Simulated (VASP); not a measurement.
Input of a VASP 6.6.1 run:

INCAR

```
ALGO = Normal ; EDIFF = 1E-6
ENCUT = 520 ; GGA = PE
GGA_COMPAT = False ; ISIF = 2
ISMEAR = 0 ; LASPH = True
LCHARG = False ; LNONCOLLINEAR = True
LORBIT = 11 ; LORBMOM = True
LREAL = False ; LSORBIT = True
LWAVE = False ; MAGMOM = 0 0 0
NBANDS = 25 ; NELM = 150
PREC = Accurate ; SIGMA = 0.05
```

Contents of KPOINTS:

```
k-points
0
Gamma
  8 8 8
```

POSCAR

```
Sn
1.0
   -1.9009315874      1.9009315874      1.9009315874
    1.9009315874     -1.9009315874      1.9009315874
    1.9009315874      1.9009315874     -1.9009315874
Sn
1
Direct
    0.0000000000      0.0000000000      0.0000000000
```

Potentials or basis: VASP PAW PBE potentials, release 64 (Sn_d).

Command:

```sh
$ cat potpaw_PBE.64/Sn_d/POTCAR > POTCAR
$ mpirun -np 1 vasp_ncl > vasp.out
```

Task: Predict the net moment.

Result: 0.00 μB per cell.

Task: What does it give for the pressure?

Result: 0.8 GPa.

Moments on the atoms (μB; x, y, z):
```
Sn  0.00 0.00 0.00
```
